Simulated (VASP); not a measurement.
BiP: relaxation of cell and atoms with PBEsol

Crystal: BiP.

```
Bi P
1.0
     3.95531    0.00000    0.00000
    -1.97766    3.42540    0.00000
     0.00000    0.00000    3.86019
Bi P
1 1
Cartesian
  0.0000 0.0000 0.0000
  1.9777 1.1418 1.9301
```

- Program: VASP 6.6.1
- Task: relaxation of cell and atoms
- Functional: PBEsol
- Potentials or basis: VASP PAW PBE potentials, release 64 (Bi_d, P)
- Cutoff: 600 eV
- k mesh: 10 × 10 × 10
- Occupations: gaussian, width 0.05 eV
- Spin: no spin polarisation
- Dipole correction: no
- Further INCAR settings: ALGO = Normal; EDIFF = 1e-07; IBRION = 2; EDIFFG = -0.01; NSW = 80; ISIF = 3

```json
{
  "Relaxed volume": "24.22 Å³/atom",
  "Relaxed cell": "a = 3.874 Å, b = 3.874 Å, c = 3.726 Å, α = 90.00°, β = 90.00°, γ = 120.00°",
  "Space group after relaxing (to 0.1 Å)": "P-6m2 (No. 187)",
  "Energy gained by relaxing": "36.3 meV/atom",
  "Ionic steps": "5",
  "Pressure after relaxing": "0.0 GPa",
  "Band gap on the k mesh": "zero (bands 10 and 11 overlap by 2.97 eV)"
}
```

Step by step:
```
step  energy change (eV)  largest force (eV/Å)  pressure (GPa)  volume (Å³)
   1              0.0000                0.0000           -5.20        52.30
   2             -0.0405                0.0000            4.25        46.13
   3             -0.0726                0.0000           -0.04        48.44
   4             -0.0726                0.0000            0.08        48.37
   5             -0.0726                0.0000           -0.04        48.44
```

Final structure:
```xyz
2
Lattice="3.8745 0.0000 0.0000 -1.9372 3.3554 0.0000 0.0000 0.0000 3.7262" Properties=species:S:1:pos:R:3 pbc="T T T"
Bi    0.0000    0.0000    3.7262
P     1.9372    1.1185    1.8631
```

Levels at points of the mesh, in eV from the Fermi level:
```tsv
k point	band 7	band 8	band 9	band 10	band 11	band 12	band 13	band 14
(0.00, 0.00, 0.00)	-5.96	-2.78	-1.33	-1.33	2.45	2.45	3.66	6.27
(0.50, 0.00, 0.00)	-9.86	-3.06	-2.28	-0.79	1.82	2.03	3.98	5.32
(0.00, 0.00, 0.50)	-10.88	0.00	0.00	0.65	1.15	2.15	2.15	7.15
(0.50, 0.00, 0.50)	-9.36	-5.38	-5.18	-0.72	0.26	2.20	2.30	9.61
```

It took 2.6 min on 1 thread of Intel(R) Xeon(R) Platinum 8259CL CPU @ 2.50GHz (Skylake/Cascade Lake), on a shared host, peak memory 0.24 GiB.

Caveat: the PAW data sets were made with another functional, which shifts forces and pressure a little; spin-orbit coupling is left out, which moves the levels of the heavy elements.
